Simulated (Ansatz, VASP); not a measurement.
# Cr in VASP and in Ansatz

```
CELL_PARAMETERS angstrom
-1.41453 1.41453 1.41453
1.41453 -1.41453 1.41453
1.41453 1.41453 -1.41453
ATOMIC_POSITIONS crystal
Cr 0.00000 0.00000 0.00000
```

Alike in both runs: task single point; functional r2SCAN; k mesh 20 × 20 × 20; occupations gaussian, width 0.05 eV; collinear spin.

|  | VASP | Ansatz |
| --- | --- | --- |
| version | VASP 6.6.1 | Ansatz 0.2.0 |
| potentials or method | VASP PAW PBE potentials, release 64 (Cr_pv), cutoff 520 eV | scalar-relativistic, plane waves, PAW |
| valence electrons in the cell | 12 | 14 |

|  | VASP | Ansatz | Ansatz less VASP |
| --- | --- | --- | --- |
| gap on the k mesh at the Fermi level (eV) | none | none | - |
| pressure (GPa) | 0.6 | 0.0 | -0.64 |
| net moment per atom (μB) | 0.00 | 0.00 | 0.000 |

VASP's potentials were made for PBE, not for r2SCAN. A gap of «none» marks a metal or a gap that the smearing closes. VASP's potentials hold 12 valence electrons a cell and Ansatz's 14, so a difference there can come from the potentials and not from the codes. Ansatz's warnings: seeded moment not kept, stability check not made.
